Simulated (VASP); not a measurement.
# Ti6H in VASP: further runs, part 2 of 2

VASP 6.6.1.

## Step 4: Single point, PBE

INCAR

```
SYSTEM = Ti6H
PREC = Accurate ; ENCUT = 520
EDIFF = 1E-6 ; ISMEAR = 0
SIGMA = 0.1 ; LREAL = .False.
LASPH = .True. ; NELM = 80
ALGO = Normal ; ISIF = 2
LWAVE = .False. ; LCHARG = .False.
LDIPOL = .True. ; IDIPOL = 3
DIPOL = 0.5 0.5 0.349 ; GGA = PE
NBANDS = 46
```

KPOINTS

```
regular mesh
0
Gamma
  9 6 1
  0 0 0
```

POSCAR

```
Ti6H
1.0
    2.9381632083      0.0000000000      0.0000000000
    0.0000000000      4.6504654186      0.0000000000
    0.0000000000      0.0000000000     21.2842241985
Ti H
6 1
Direct
    0.0000000000      0.7500000000      0.1879326191
    0.5000000000      0.2500000000      0.2277825405
    0.5000000000      0.7500000000      0.3074823831
    0.0000000000      0.2500000000      0.3461291997
    0.0000000000      0.7500000000      0.4220680059
    0.5000000000      0.2500000000      0.4596937200
    0.6666666667      0.7500000000      0.4940068585
```

Potentials or basis: VASP PAW PBE potentials, release 64 (Ti_sv, H).

On the command line:

```
> cat potpaw_PBE.64/Ti_sv/POTCAR potpaw_PBE.64/H/POTCAR > POTCAR
> mpirun -np 1 vasp_std > vasp.out
```

OUTCAR:

```text
SYSTEM = Ti6H
   PREC = Accurate
   ENCUT = 520
   EDIFF = 1E-6
   ISMEAR = 0
   LREAL = .False.
   LASPH = .True.
   NELM = 80
   ISIF = 2
   GGA = PE

 ion  position               nearest neighbor table
   1  0.000  0.750  0.188-   2 2.88   2 2.88   2 2.88   2 2.88
   2  0.500  0.250  0.228-   3 2.88   3 2.88   1 2.88   1 2.88   1 2.88   1 2.88   4 2.92   4 2.92

   3  0.500  0.750  0.307-   5 2.85   5 2.85   4 2.87   4 2.87   4 2.87   4 2.87   2 2.88   2 2.88

   4  0.000  0.250  0.346-   6 2.83   6 2.83   5 2.83   5 2.83   3 2.87   3 2.87   3 2.87   3 2.87
                             2 2.92   2 2.92
   5  0.000  0.750  0.422-   7 1.82   4 2.83   4 2.83   3 2.85   3 2.85   6 2.86   6 2.86   6 2.86
                             6 2.86
   6  0.500  0.250  0.460-   4 2.83   4 2.83   5 2.86   5 2.86   5 2.86   5 2.86
   7  0.667  0.750  0.494-   5 1.82

  LATTYP: Found a simple orthorhombic cell.
 ALAT       =     2.9381632083
 B/A-ratio  =     1.5827798148
 C/A-ratio  =     7.2440578312

  Lattice vectors:

 A1 = (   2.9381632083,   0.0000000000,   0.0000000000)
 A2 = (   0.0000000000,   4.6504654186,   0.0000000000)
 A3 = (   0.0000000000,   0.0000000000,  21.2842241985)

Analysis of symmetry for initial positions (statically):
=====================================================================
 Subroutine PRICEL returns:
 Original cell was already a primitive cell.

 Routine SETGRP: Setting up the symmetry group for a
 simple orthorhombic supercell.

 Subroutine GETGRP returns: Found  2 space group operations
 (whereof  1 operations were pure point group operations)
 out of a pool of  8 trial point group operations.

The static configuration has the point symmetry C_1 .
 The point group associated with its full space group is C_1h.

[... 143 lines left out ...]
   GGA     = PE    functional components
   LHFCALC =     F    Hartree Fock is set to
   AEXX    =    0.0000 exact exchange contribution
   IVDW    =     0    specifies the selected vdW correction
   LEPSILON=     F    determine dielectric tensor
   LRPA    =     F    only Hartree local field effects (RPA)
 non-spin polarized calculation
 Gauss-broadening in eV      SIGMA  =   0.10
  energy-cutoff  :      520.00
  volume of cell :      290.82
 maximum number of plane-waves:      7881
 NGX is ok and might be reduce to    24
   NGX = 11   NGY = 17   NGZ = 79

 dipolmoment           0.000000      0.000000     -0.004627 electrons x Angstroem

 number of electron      73.0000010 magnetization

 dipolmoment           0.000000      0.000000      0.005193 electrons x Angstroem

 Free energy of the ion-electron system (eV)
  ---------------------------------------------------
  ext. energy  EPLUGINS =         0.00000000
  ---------------------------------------------------
  free energy    TOTEN  =       -47.49055567 eV

  energy without entropy =      -47.43312275  energy(sigma->0) =      -47.46183921

 E-fermi :   0.7437     XC(G=0):  -5.1336

 val. band max:        0.7435179176   @ k =   0.1111   0.5000   0.0000
 cond. band min:       0.7653103186   @ k =   0.2222   0.3333   0.0000
 fundamental gap:      0.0217924010
 Fermi energy:         0.7437265675

 k-point     1 :       0.0000    0.0000    0.0000
  band No.  band energies     occupation
      1     -56.3275      2.00000
      2     -56.3151      2.00000
      3     -56.0901      2.00000
      4     -56.0231      2.00000
      5     -55.9639      2.00000
      6     -55.8845      2.00000
[... 969 lines left out ...]
     45       2.1844      0.00000
     46       2.3941      0.00000

------------------------ aborting loop because EDIFF is reached ----------------------------------------

 vacuum level on the upper side and lower side of the slab       (xc-potential included)        -0.089        -0.199

  FORCE on cell =-STRESS in cart. coord.  units (eV):
  Direction    XX          YY          ZZ          XY          YZ          ZX
  --------------------------------------------------------------------------------------
  -------------------------------------------------------------------------------------
  Total       -2.2836868     -3.3789202     -0.9888162      0.0000000      0.0000000     -1.1413172
  in kB      -12.5810521    -18.6147994     -5.4474843      0.0000000      0.0000000     -6.2876273
  external PRESSURE =     -12.2144453 kB  Pullay stress =       0.0000000 kB

 VOLUME and BASIS-vectors are now :
 -----------------------------------------------------------------------------
  energy-cutoff  :      520.00
  volume of cell :      290.82
      direct lattice vectors                 reciprocal lattice vectors
     2.938163208  0.000000000  0.000000000     0.340348690  0.000000000  0.000000000
     0.000000000  4.650465419  0.000000000     0.000000000  0.215032241  0.000000000
     0.000000000  0.000000000 21.284224198     0.000000000  0.000000000  0.046983155

 POSITION                                       TOTAL-FORCE (eV/Angst)
 -----------------------------------------------------------------------------------
      0.00000      3.48785      4.00000        -0.007055      0.000000      0.342357
      1.46908      1.16262      4.84817        -0.005661      0.000000      0.033814
      1.46908      3.48785      6.54452        -0.003262      0.000000     -0.472866
      0.00000      1.16262      7.36709        -0.094631      0.000000      0.100371
      0.00000      3.48785      8.98339         0.880902      0.000000      0.108877
      1.46908      1.16262      9.78422         0.248111      0.000000     -0.115844
      1.95878      3.48785     10.51455        -1.018402      0.000000      0.003290
 -----------------------------------------------------------------------------------
    total drift:                                0.000007      0.000000     -0.000258

  FREE ENERGIE OF THE ION-ELECTRON SYSTEM (eV)
  ---------------------------------------------------
  free  energy   TOTEN  =       -47.4905556663 eV

  energy  without entropy=      -47.4331227519  energy(sigma->0) =      -47.46183921

 vacuum level on the upper side and lower side of the slab         4.430         4.311
```

It took 5.5 min on 1 thread of Intel Xeon 6975P-C (Granite Rapids), shared host; peak memory 0.45 GiB.

What came out:

```yaml
Free_energy: -47.4906 eV
Largest_force: 1.018 eV/Å
Band_gap_on_the_k_mesh: zero (an odd number of electrons rules out a gap without spin polarisation)
```

Forces in eV/Å, atoms in the order of the input:
```
Ti  -0.007  0.000  0.342
Ti  -0.006  0.000  0.034
Ti  -0.003  0.000 -0.473
Ti  -0.095  0.000  0.100
Ti   0.881  0.000  0.109
Ti   0.248  0.000 -0.116
H   -1.018  0.000  0.003
```

## Step 5: Overview

| cell | gap on the mesh (eV) | largest force (eV/Å) |
| --- | --- | --- |
| as given, atomic positions A | none | 0.58 |
| as given, atomic positions B | none | 1.13 |
| as given, atomic positions C | none | 1.02 |

Alike in all rows: task single point; level PBE; potentials or basis VASP PAW PBE potentials, release 64 (Ti_sv, H); no spin polarisation; k mesh 9 × 6 × 1; cutoff (eV) 520; smearing gaussian 0.1 eV.

Absolute energies hang on the potentials; compare differences alone.

The gap in the log of VASP goes by the Fermi energy; the results here count the filled bands.